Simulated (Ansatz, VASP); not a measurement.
Two plane-wave programs on F

```
F
1.0
     0.00000    1.66486    1.66486
     1.66486    0.00000    1.66486
     1.66486    1.66486    0.00000
F
1
Direct
  0.00000 0.00000 0.00000
```

Alike in both runs: functional PBEsol; k mesh 18 × 18 × 18; occupations fermi-dirac, width 0.08 eV; no spin polarisation.

Ansatz relaxed the structure, and its values are those at the end. VASP's run is a single point on that final structure, the one shown.

|  | VASP | Ansatz |
| --- | --- | --- |
| version | VASP 6.6.1 | Ansatz 0.2.0 |
| potentials or method | VASP PAW PBE potentials, release 64 (F) | PAW with Ansatz's default frozen-core files, scalar-relativistic |
| plane-wave cutoff (eV) | 600 | 420 |
| valence electrons in the cell | 7 | 7 |

|  | VASP | Ansatz | Ansatz less VASP |
| --- | --- | --- | --- |
| pressure (GPa) | -0.6 | 0.0 | +0.58 |

VASP's potentials were made for PBE, not for PBEsol. The functional is the same, so the differences come from potentials, cutoffs and numerics.
